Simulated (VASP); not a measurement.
# WC (P-6m2) in VASP: vibrations by perturbation theory with PBE

Aim: the vibrations by perturbation theory of WC with PBE.

Program: VASP 6.6.1. These are calculated values, not measurements. Logs are shortened: lines on timing, memory, paths and dates and some standing lists are left out, and cuts for length are marked.

## Step 1: The cell of the first run

Symmetry: P-6m2, No. 187, hexagonal system. Conventional cell: a = 2.907 Å, b = 2.907 Å, c = 2.837 Å, α = 90.00°, β = 90.00°, γ = 120.00°. Within 3.0 Å of W (site symmetry -6m2) lie 6 C at 2.20 Å and 8 W at 2.84 to 2.91 Å. Within 3.0 Å of C (site symmetry -6m2) lie 6 W at 2.20 Å and 8 C at 2.84 to 2.91 Å.

## Step 2: Vibrations by perturbation theory, PBE

INCAR reads:

```
SYSTEM = WC
ALGO     = Normal         ! electronic algorithm
EDIFF    = 1E-8           ! SCF threshold, eV
ENCUT    = 520            ! plane-wave cutoff, eV
GGA      = PE             ! functional
IBRION   = 8              ! ionic algorithm
ISIF     = 2              ! what is computed and relaxed
ISMEAR   = 1              ! smearing method
LASPH    = .TRUE.         ! aspherical terms in the spheres
LCHARG   = .FALSE.        ! write CHGCAR
LREAL    = .FALSE.        ! projectors in reciprocal space
LWAVE    = .FALSE.        ! write WAVECAR
NELM     = 60             ! most SCF steps
NSW      = 1              ! ionic steps
PREC     = Accurate       ! precision mode
SIGMA    = 0.1            ! smearing width, eV
```

KPOINTS reads:

```
k-points
0
G
  6 6 5
  0 0 0
```

POSCAR reads:

```
WC
1.0
    2.9065000000      0.0000000000      0.0000000000
   -1.4532500000      2.5171028400      0.0000000000
    0.0000000000      0.0000000000      2.8366000000
W C
1 1
Direct
    0.0000000000      0.0000000000      0.0000000000
    0.6666666667      0.3333333333      0.5000000000
```

Potentials or basis: VASP PAW PBE potentials, release 64 (W_sv, C).

Run with:

```
$ cat potpaw_PBE.64/W_sv/POTCAR potpaw_PBE.64/C/POTCAR > POTCAR
$ mpirun -np 1 vasp_std > vasp.out
```

OUTCAR:

```text
SYSTEM = WC
   EDIFF = 1E-8
   ENCUT = 520
   GGA = PE
   IBRION = 8
   ISIF = 2
   ISMEAR = 1
   LASPH = .TRUE.
   LREAL = .FALSE.
   NELM = 60
   NSW = 1
   PREC = Accurate

 ion  position               nearest neighbor table
   1  0.000  0.000  0.000-   2 2.20   2 2.20   2 2.20   2 2.20   2 2.20   2 2.20
   2  0.667  0.333  0.500-   1 2.20   1 2.20   1 2.20   1 2.20   1 2.20   1 2.20

  LATTYP: Found a hexagonal cell.
 ALAT       =     2.9065000000
 C/A-ratio  =     0.9759504559

  Lattice vectors:

 A1 = (   2.9065000000,   0.0000000000,   0.0000000000)
 A2 = (  -1.4532500000,   2.5171028400,   0.0000000000)
 A3 = (   0.0000000000,   0.0000000000,   2.8366000000)

Analysis of symmetry for initial positions (statically):
=====================================================================
 Subroutine PRICEL returns:
 Original cell was already a primitive cell.

 Routine SETGRP: Setting up the symmetry group for a
 hexagonal supercell.

 Subroutine GETGRP returns: Found 12 space group operations
 (whereof 12 operations were pure point group operations)
 out of a pool of 24 trial point group operations.

The static configuration has the point symmetry D_3h.

Analysis of symmetry for dynamics (positions and initial velocities):
=====================================================================
 Subroutine PRICEL returns:
 Original cell was already a primitive cell.

 Routine SETGRP: Setting up the symmetry group for a
 hexagonal supercell.

 Subroutine GETGRP returns: Found 12 space group operations
 (whereof 12 operations were pure point group operations)
 out of a pool of 24 trial point group operations.

The dynamic configuration has the point symmetry D_3h.

 Subroutine INISYM returns: Found 12 space group operations
 (whereof 12 operations are pure point group operations),
 and found     1 'primitive' translations

----------------------------------------------------------------------------------------

                                     Primitive cell

  volume of cell :      20.7525

  direct lattice vectors                    reciprocal lattice vectors
     2.906500000  0.000000000  0.000000000     0.344056425  0.198641069  0.000000000
    -1.453250000  2.517102840  0.000000000     0.000000000  0.397282139  0.000000000
     0.000000000  0.000000000  2.836600000     0.000000000  0.000000000  0.352534725

  length of vectors
     2.906500000  2.906500003  2.836600000     0.397282139  0.397282139  0.352534725

  position of ions in fractional coordinates (direct lattice)
     0.000000000  0.000000000  0.000000000
     0.666666667  0.333333333  0.500000000

  ion indices of the primitive-cell ions
   primitive index   ion index
                 1           1
                 2           2

----------------------------------------------------------------------------------------

 KPOINTS: k-points

Automatic generation of k-mesh.
 Grid dimensions read from file:
 generate k-points for:    6    6    5

 Generating k-lattice:

  Cartesian coordinates                     Fractional coordinates (reciprocal lattice)
     0.057342738  0.033106845  0.000000000     0.166666667  0.000000000  0.000000000
     0.000000000  0.066213690  0.000000000     0.000000000  0.166666667  0.000000000
     0.000000000  0.000000000  0.070506945     0.000000000  0.000000000  0.200000000

  Length of vectors
     0.066213690  0.066213690  0.070506945

  Shift w.r.t. Gamma in fractional coordinates (k-lattice)
     0.000000000  0.000000000  0.000000000

 Subroutine IBZKPT returns following result:
 ===========================================

 Found     21 irreducible k-points:

 Following reciprocal coordinates:
            Coordinates               Weight
  0.000000  0.000000  0.000000      1.000000
  0.166667  0.000000  0.000000      6.000000
  0.333333  0.000000  0.000000      6.000000
  0.500000  0.000000  0.000000      3.000000
  0.166667  0.166667  0.000000      6.000000
  0.333333  0.166667  0.000000     12.000000
[... 13 lines left out ...]
  0.333333  0.166667  0.400000     24.000000
  0.333333  0.333333  0.400000      4.000000
   k-points           NKPTS =     21   k-points in BZ     NKDIM =     21   number of bands    NBANDS=     13
   number of dos      NEDOS =    301   number of ions     NIONS =      2
   total plane-waves  NPLWV =  13824
[... 23 lines left out ...]
   POTIM  = 0.5000    time-step for ionic-motion
   TEBEG  =    0.0;   TEEND  =   0.0 temperature during run
   PSTRESS=    0.0 pullay stress
   NELECT =      18.0000    total number of electrons
   NUPDOWN=      -1.0000    fix difference up-down
   EMIN   =  10.00;   EMAX   =-10.00  energy-range for DOS
   EFERMI =   0.00;   METHOD = LEGACY
   ISMEAR =     1;   SIGMA  =   0.10  broadening in eV -4-tet -1-fermi 0-gaus
   EFERMI_NEDOS =   21; number of points for ismear=-14 and -15
   IALGO  =     38    algorithm
   IMIX   =      4    mixing-type and parameters
     AMIX     =   0.40;   BMIX     =  1.00
     AMIX_MAG =   1.60;   BMIX_MAG =  1.00
  volume/ion in A,a.u.               =      10.38        70.02
  Fermi-wavevector in a.u.,A,eV,Ry     =   1.561262  2.950358 33.164744  2.437540
  Thomas-Fermi vector in A             =   2.664353
   LORBIT       =      0    0 simple, 1 ext, 2 COOP (PROOUT), +10 PAW based schemes
   GGA     = PE    functional components
   LHFCALC =     F    Hartree Fock is set to
   AEXX    =    0.0000 exact exchange contribution
   IVDW    =     0    specifies the selected vdW correction
   LEPSILON=     F    determine dielectric tensor
   LRPA    =     F    only Hartree local field effects (RPA)
 non-spin polarized calculation
 Methfessel and Paxton  Order N= 1 SIGMA  =   0.10
  energy-cutoff  :      520.00
  volume of cell :       20.75
 maximum number of plane-waves:       575
 NGX is ok and might be reduce to    24
   NGX = 11   NGY = 11   NGZ = 11

--------------------------------------- Ionic step        1  -------------------------------------------

 number of electron      18.0000000 magnetization

 Free energy of the ion-electron system (eV)
  ---------------------------------------------------
  ext. energy  EPLUGINS =         0.00000000
  ---------------------------------------------------
  free energy    TOTEN  =       -22.43451282 eV

  energy without entropy =      -22.43413148  energy(sigma->0) =      -22.43438571

 E-fermi :  11.3269     XC(G=0): -13.8017

 val. band max:       11.1881114455   @ k =   0.5000   0.0000   0.4000
 cond. band min:      11.3734554100   @ k =   0.1667   0.0000   0.4000
 fundamental gap:      0.1853439645
 Fermi energy:        11.3269215301

 k-point     1 :       0.0000    0.0000    0.0000
  band No.  band energies     occupation
      1     -62.9479      2.00000
      2     -26.9365      2.00000
      3     -26.8191      2.00000
      4     -26.8191      2.00000
      5      -3.3699      2.00000
      6       6.7544      2.00000
      7       7.7475      2.00000
      8       7.7475      2.00000
      9      11.1715      2.05041
     10      14.2961      0.00000
     11      14.2961      0.00000
     12      16.7029      0.00000
     13      16.7029      0.00000
[... 308 lines left out ...]
      2     -27.4231      2.00000
      3     -27.3230      2.00000
      4     -27.2720      2.00000
      5       0.1875      2.00000
      6       4.0665      2.00000
      7       5.7850      2.00000
      8       8.8427      2.00000
      9      10.3795      2.00000
     10      15.1303      0.00000
     11      17.4003      0.00000
     12      18.6309      0.00000
     13      19.6790      0.00000

------------------------ aborting loop because EDIFF is reached ----------------------------------------

  FORCE on cell =-STRESS in cart. coord.  units (eV):
  Direction    XX          YY          ZZ          XY          YZ          ZX
  --------------------------------------------------------------------------------------
  -------------------------------------------------------------------------------------
  Total        1.0354263      1.0354263      0.6810865      0.0000000      0.0000000      0.0000000
  in kB       79.9393064     79.9393067     52.5827676      0.0000000      0.0000000      0.0000000
  external PRESSURE =      70.8204602 kB  Pullay stress =       0.0000000 kB

 VOLUME and BASIS-vectors are now :
 -----------------------------------------------------------------------------
  energy-cutoff  :      520.00
  volume of cell :       20.75
      direct lattice vectors                 reciprocal lattice vectors
     2.906500000  0.000000000  0.000000000     0.344056425  0.198641069  0.000000000
    -1.453250000  2.517102840  0.000000000     0.000000000  0.397282139  0.000000000
     0.000000000  0.000000000  2.836600000     0.000000000  0.000000000  0.352534725

 POSITION                                       TOTAL-FORCE (eV/Angst)
 -----------------------------------------------------------------------------------
      0.00000      0.00000      0.00000         0.000000     -0.000000      0.000000
      1.45325      0.83903      1.41830        -0.000000      0.000000      0.000000
 -----------------------------------------------------------------------------------
    total drift:                                0.000000      0.000000      0.000000

  FREE ENERGIE OF THE ION-ELECTRON SYSTEM (eV)
  ---------------------------------------------------
  free  energy   TOTEN  =       -22.4345128223 eV

  energy  without entropy=      -22.4341314828  energy(sigma->0) =      -22.43438571

[... ionic steps 2 to 3 ...]

--------------------------------------- Ionic step        4  -------------------------------------------

------------------------ aborting loop because EDIFF is reached ----------------------------------------
[... 11 lines left out ...]
[... ionic steps 8 to 8 ...]

--------------------------------------- Ionic step        9  -------------------------------------------

 Free energy of the ion-electron system (eV)
  ---------------------------------------------------
  ---------------------------------------------------
  free energy    TOTEN  =        -0.12250810 eV

  energy without entropy =       -0.12250810

------------------------ aborting loop because EDIFF is reached ----------------------------------------

 INTERNAL STRAIN TENSOR  FOR ION    2  DIRECTION 3   (eV/Angst):
 -----------------------------------------------------------------------------
     0.00770  0.00000  0.00000
    -0.00000  0.00770  0.00000
     0.00000  0.00000 -0.00444

 INTERNAL STRAIN TENSOR FOR ION    2 for displacements in x,y,z  (eV/Angst):
          X           Y           Z          XY          YZ          ZX
  --------------------------------------------------------------------------------
  x     0.00000     0.00000     0.00000    -3.67086     0.00000     0.00000
  y    -3.67086     3.67086     0.00000     0.00000     0.00000     0.00000
  z     0.00000     0.00000     0.00000     0.00000     0.00000     0.00000

 SECOND DERIVATIVES (NOT SYMMETRIZED)
 ------------------------------------
               1X          1Y          1Z          2X          2Y          2Z
  1X   -17.233026    0.000000    0.000000   17.233026    0.000000    0.000000
  1Y     0.000000  -17.233026    0.000000   -0.000000   17.233026    0.000000
  1Z    -0.000000    0.000000  -13.604727    0.000000    0.000000   13.604727
  2X    17.230505   -0.000000    0.000000  -17.230505    0.000000    0.000000
  2Y     0.000000   17.230505    0.000000    0.000000  -17.230505    0.000000
  2Z    -0.000000    0.000000   13.597382    0.000000    0.000000  -13.597382

 Eigenvectors and eigenvalues of the dynamical matrix
 ----------------------------------------------------

   1 f  =   19.326547 THz   121.432275 2PiTHz  644.664212 cm-1    79.928140 meV
             X         Y         Z           dx          dy          dz
      0.000000  0.000000  0.000000     0.000000    0.247654   -0.000000
      1.453250  0.839034  1.418300    -0.000000   -0.968849    0.000000
[... 21 lines left out ...]
   6 f/i=    0.001113 THz     0.006990 2PiTHz    0.037109 cm-1     0.004601 meV
             X         Y         Z           dx          dy          dz
      0.000000  0.000000  0.000000    -0.000000    0.000000    0.968837
      1.453250  0.839034  1.418300     0.000000    0.000000    0.247700

--------------------------------------------------------------------------------------------------------

 ELASTIC MODULI CONTR FROM IONIC RELAXATION (kBar)
 Direction    XX          YY          ZZ          XY          YZ          ZX
 --------------------------------------------------------------------------------
 XX         -43.4951     43.4951      0.0000     -0.0000      0.0000      0.0000
 YY          43.4951    -43.4951      0.0000      0.0000      0.0000      0.0000
 ZZ           0.0000      0.0000      0.0000      0.0000      0.0000      0.0000
 XY          -0.0000      0.0000      0.0000    -43.4951      0.0000      0.0000
 YZ           0.0000      0.0000      0.0000      0.0000      0.0000      0.0000
 ZX           0.0000      0.0000      0.0000      0.0000      0.0000      0.0000
 --------------------------------------------------------------------------------
```

It took 47 s on 1 thread of Intel Xeon 6975P-C (Granite Rapids), shared host; peak memory 0.18 GiB.

What came out:

| Property | Result |
| --- | --- |
| Highest phonon frequency at Γ | 645 cm⁻¹ |

Phonon frequencies in cm⁻¹ (negative: imaginary):
```
              q point        frequencies
(0.000, 0.000, 0.000)  0 0 0 573 645 645
```

Caveat: the k points lie up to 0.44 Å⁻¹ apart; the cell stands under pressure or tension, which shifts response properties; spin-orbit coupling is left out, which moves the levels of the heavy elements.
